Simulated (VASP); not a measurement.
# MgCdSe2 (R-3m) in VASP: electric field gradients with PBE

Aim: the electric field gradients of MgCdSe2 with PBE.

Everything below comes from runs of VASP 6.6.1. Logs are shortened: lines on timing, memory, paths and dates and some standing lists are left out, and cuts for length are marked.

## (1) The cell of the first run

The structure is trigonal, space group R-3m (No. 166). The conventional cell has a = 3.983 Å, b = 3.983 Å, c = 19.495 Å, α = 90.00°, β = 90.00°, γ = 120.00°. Mg (site symmetry -3m) has 6 Se at 2.78 Å within 3.7 Å. Within 3.8 Å of Cd (site symmetry -3m) lie 6 Se at 2.86 Å. Within 3.7 Å of Se (site symmetry 3m) lie 3 Mg at 2.78 Å and 3 Cd at 2.86 Å.

## (2) Electric field gradients, PBE

File INCAR:

```
SYSTEM = MgCdSe2
  PREC = Accurate
  ENCUT = 520
  EDIFF = 1E-8
  ISMEAR = 0
  SIGMA = 0.01
  LREAL = .False.
  LASPH = .True.
  NELM = 100
  ALGO = Normal
  ISIF = 2
  LWAVE = .False.
  LCHARG = .False.
  GGA = PE
  LEFG = .True.
  NBANDS = 21
```

File KPOINTS:

```
Automatic mesh
0
Gamma
  12 12 12
  0 0 0
```

File POSCAR:

```
MgCdSe2
1.0
    1.9914409033      1.1497589416      6.4983513364
   -1.9914409033      1.1497589416      6.4983513364
    0.0000000000     -2.2995178832      6.4983513365
Mg Cd Se
1 1 2
Direct
    0.5000000000      0.5000000000      0.5000000000
    0.0000000000      0.0000000000      0.0000000000
    0.2464985870      0.2464985870      0.2464985870
    0.7535014130      0.7535014130      0.7535014130
```

Potentials or basis: VASP PAW PBE potentials, release 64 (Mg, Cd, Se).

On the command line:

```bash
$ cat potpaw_PBE.64/Mg/POTCAR potpaw_PBE.64/Cd/POTCAR potpaw_PBE.64/Se/POTCAR > POTCAR
$ mpirun -np 1 vasp_std > vasp.out
```

OUTCAR:

```text
SYSTEM = MgCdSe2
   PREC = Accurate
   ENCUT = 520
   EDIFF = 1E-8
   ISMEAR = 0
   LREAL = .False.
   LASPH = .True.
   NELM = 100
   ISIF = 2
   GGA = PE

 ion  position               nearest neighbor table
   1  0.500  0.500  0.500-   3 2.78   3 2.78   4 2.78   4 2.78   3 2.78   4 2.78
   2  0.000  0.000  0.000-   4 2.86   4 2.86   3 2.86   3 2.86   4 2.86   3 2.86
   3  0.246  0.246  0.246-   1 2.78   1 2.78   1 2.78   2 2.86   2 2.86   2 2.86
   4  0.754  0.754  0.754-   1 2.78   1 2.78   1 2.78   2 2.86   2 2.86   2 2.86

  LATTYP: Found a trigonal (rhomboedric) cell.
 ALAT       =     6.8932106153
 COS(alpha) =     0.8330748614

  Lattice vectors:

 A1 = (   1.9914409033,   1.1497589416,   6.4983513364)
 A2 = (  -1.9914409033,   1.1497589416,   6.4983513364)
 A3 = (   0.0000000000,  -2.2995178832,   6.4983513365)

Analysis of symmetry for initial positions (statically):
=====================================================================
 Subroutine PRICEL returns:
 Original cell was already a primitive cell.

 Routine SETGRP: Setting up the symmetry group for a
 trigonal (rhombohedral) supercell.

 Subroutine GETGRP returns: Found 12 space group operations
 (whereof 12 operations were pure point group operations)
 out of a pool of 12 trial point group operations.

The static configuration has the point symmetry D_3d.

Analysis of symmetry for dynamics (positions and initial velocities):
=====================================================================
 Subroutine PRICEL returns:
 Original cell was already a primitive cell.

 Routine SETGRP: Setting up the symmetry group for a
 trigonal (rhombohedral) supercell.

 Subroutine GETGRP returns: Found 12 space group operations
 (whereof 12 operations were pure point group operations)
 out of a pool of 12 trial point group operations.

The dynamic configuration has the point symmetry D_3d.

 Subroutine INISYM returns: Found 12 space group operations
[... 141 lines left out ...]

 Free energy of the ion-electron system (eV)
  ---------------------------------------------------
  ext. energy  EPLUGINS =         0.00000000
  ---------------------------------------------------
  free energy    TOTEN  =       -12.62052579 eV

  energy without entropy =      -12.62052579  energy(sigma->0) =      -12.62052579

 E-fermi :   2.6054     XC(G=0):  -9.7032

 val. band max:        2.5641404473   @ k =  -0.1667   0.1667   0.0000
 cond. band min:       3.1387161168   @ k =   0.5000   0.5000   0.0000
 fundamental gap:      0.5745756695
 Fermi energy:         2.6054408598

 k-point     1 :       0.0000    0.0000    0.0000
  band No.  band energies     occupation
      1     -10.2201      2.00000
      2      -9.2322      2.00000
      3      -5.3484      2.00000
      4      -5.3484      2.00000
      5      -5.3058      2.00000
      6      -5.1542      2.00000
[... 565 lines left out ...]
     20      10.6839      0.00000
     21      11.5269      0.00000

 [... further k-points ...]

------------------------ aborting loop because EDIFF is reached ----------------------------------------

  FORCE on cell =-STRESS in cart. coord.  units (eV):
  Direction    XX          YY          ZZ          XY          YZ          ZX
  --------------------------------------------------------------------------------------
  -------------------------------------------------------------------------------------
  Total        0.0668743      0.0668743      0.0764425      0.0000000     -0.0000000      0.0000000
  in kB        1.2001656      1.2001656      1.3718823      0.0000000     -0.0000000      0.0000000
  external PRESSURE =       1.2574045 kB  Pullay stress =       0.0000000 kB

 VOLUME and BASIS-vectors are now :
 -----------------------------------------------------------------------------
  energy-cutoff  :      520.00
  volume of cell :       89.27
      direct lattice vectors                 reciprocal lattice vectors
     1.991440903  1.149758942  6.498351336     0.251074485  0.144957922  0.051295062
    -1.991440903  1.149758942  6.498351336    -0.251074485  0.144957922  0.051295062
     0.000000000 -2.299517883  6.498351336     0.000000000 -0.289915843  0.051295062

 POSITION                                       TOTAL-FORCE (eV/Angst)
 -----------------------------------------------------------------------------------
      0.00000      0.00000      9.74753        -0.000000     -0.000000      0.000000
      0.00000      0.00000      0.00000         0.000000     -0.000000     -0.000000
      0.00000      0.00000      4.80550         0.000000      0.000000     -0.038109
      0.00000      0.00000     14.68955         0.000000     -0.000000      0.038109
 -----------------------------------------------------------------------------------
    total drift:                               -0.000000     -0.000000     -0.000000

  FREE ENERGIE OF THE ION-ELECTRON SYSTEM (eV)
  ---------------------------------------------------
  free  energy   TOTEN  =       -12.6205257919 eV

  energy  without entropy=      -12.6205257919  energy(sigma->0) =      -12.62052579

 Electric field gradients (V/A^2)
---------------------------------------------------------------------
 ion       V_xx      V_yy      V_zz      V_xy      V_xz      V_yz
---------------------------------------------------------------------
   1      -0.335    -0.335     0.671     0.000     0.000     0.000
   2       2.221     2.221    -4.441    -0.000     0.000     0.000
   3      -3.005    -3.005     6.009     0.000    -0.000     0.000
   4      -3.005    -3.005     6.009    -0.000     0.000     0.000
---------------------------------------------------------------------

 Electric field gradients after diagonalization (V/A^2)
 (convention: |V_zz| > |V_xx| > |V_yy|)
----------------------------------------------------------------------
 ion       V_xx      V_yy      V_zz     asymmetry (V_yy - V_xx)/ V_zz
----------------------------------------------------------------------
   1      -0.335    -0.335     0.671       0.000
   2       2.221     2.221    -4.441       0.000
   3      -3.005    -3.005     6.009       0.000
   4      -3.005    -3.005     6.009       0.000
----------------------------------------------------------------------

           NMR quadrupolar parameters

 Cq : quadrupolar parameter    Cq=e*Q*V_zz/h
 eta: asymmetry parameters     (V_yy - V_xx)/ V_zz
 Q  : nuclear electric quadrupole moment in mb (millibarn)
----------------------------------------------------------------------
 ion       Cq(MHz)       eta       Q (mb)
----------------------------------------------------------------------
   1       0.002       0.000       1.000
   2      -0.011       0.000       1.000
   3       0.015       0.000       1.000
   4       0.015       0.000       1.000
----------------------------------------------------------------------
```

OSZICAR:

```text
N       E                     dE             d eps       ncg     rms          rms(c)
DAV:   1     0.145571646159E+03    0.14557E+03   -0.11853E+04  7986   0.109E+03
DAV:   2    -0.451568581243E+01   -0.15009E+03   -0.14356E+03  9000   0.244E+02
DAV:   3    -0.133945207045E+02   -0.88788E+01   -0.88382E+01  9798   0.591E+01
DAV:   4    -0.134596531781E+02   -0.65132E-01   -0.65118E-01  8638   0.503E+00
DAV:   5    -0.134600037642E+02   -0.35059E-03   -0.35058E-03  9567   0.376E-01    0.617E+00
DAV:   6    -0.126853439904E+02    0.77466E+00   -0.13442E+00  8511   0.109E+01    0.532E+00
DAV:   7    -0.126218321798E+02    0.63512E-01   -0.45195E-01  9260   0.359E+00    0.263E+00
DAV:   8    -0.126208099267E+02    0.10223E-02   -0.30213E-02  8526   0.177E+00    0.390E-01
DAV:   9    -0.126204955216E+02    0.31441E-03   -0.41503E-03  9336   0.686E-01    0.957E-02
DAV:  10    -0.126205031419E+02   -0.76203E-05   -0.65682E-04  8506   0.232E-01    0.645E-02
DAV:  11    -0.126205313589E+02   -0.28217E-04   -0.83889E-05  9218   0.634E-02    0.133E-02
DAV:  12    -0.126205259610E+02    0.53978E-05   -0.14215E-05  9070   0.277E-02    0.617E-03
DAV:  13    -0.126205257989E+02    0.16216E-06   -0.22941E-06  9179   0.840E-03    0.197E-03
DAV:  14    -0.126205257919E+02    0.69444E-08   -0.56758E-08  8995   0.148E-03
   1 F= -.12620526E+02 E0= -.12620526E+02  d E =-.767005E-12
```

Run time: 11 min. Hardware: 1 thread of AMD EPYC 9R45 (Zen 5), shared host; peak memory 0.65 GiB.

What came out:

```
Free energy                             : -12.6205 eV
Pressure                                : 0.1 GPa
Largest force                           : 0.038 eV/Å
Band gap on the k mesh                  : 0.57 eV (least direct gap 0.78 eV)
Largest electric field gradient by atom : Mg +0.7; Cd -4.4; Se +6.0 V/Å²
```

Forces in eV/Å, atoms in the order of the input:
```
Mg   0.000  0.000  0.000
Cd   0.000  0.000  0.000
Se   0.000  0.000 -0.038
Se   0.000  0.000  0.038
```

Levels at points of the mesh, in eV from the valence-band top:
| k point | band 10 | band 11 | band 12 | band 13 | band 14 | band 15 | band 16 | band 17 |
| --- | --- | --- | --- | --- | --- | --- | --- | --- |
| (0.00, 0.00, 0.00) | -0.31 | -0.28 | -0.27 | -0.27 | 1.17 | 3.43 | 5.67 | 5.67 |
| (0.50, 0.00, 0.00) | -2.26 | -1.90 | -1.29 | -1.04 | 2.36 | 3.11 | 5.88 | 6.36 |
| (0.50, 0.50, 0.00) | -1.85 | -1.83 | -0.25 | -0.21 | 0.57 | 3.40 | 4.75 | 5.67 |
| (0.50, 0.50, 0.50) | -0.59 | -0.59 | -0.01 | -0.01 | 3.37 | 3.46 | 6.42 | 6.65 |

Electric field gradients, principal values (V/Å²):
| atom | least | middle | greatest (by size) |
| --- | --- | --- | --- |
| 1 Mg | -0.335 | -0.335 | 0.671 |
| 2 Cd | 2.221 | 2.221 | -4.441 |
| 3 Se | -3.005 | -3.005 | 6.009 |
| 4 Se | -3.005 | -3.005 | 6.009 |

Caveat: semilocal functionals underestimate gaps, and a narrow one can read as zero; without QUAD_EFG the Cq values of the log hold for a quadrupole moment of 1 mb, not for the nuclei.
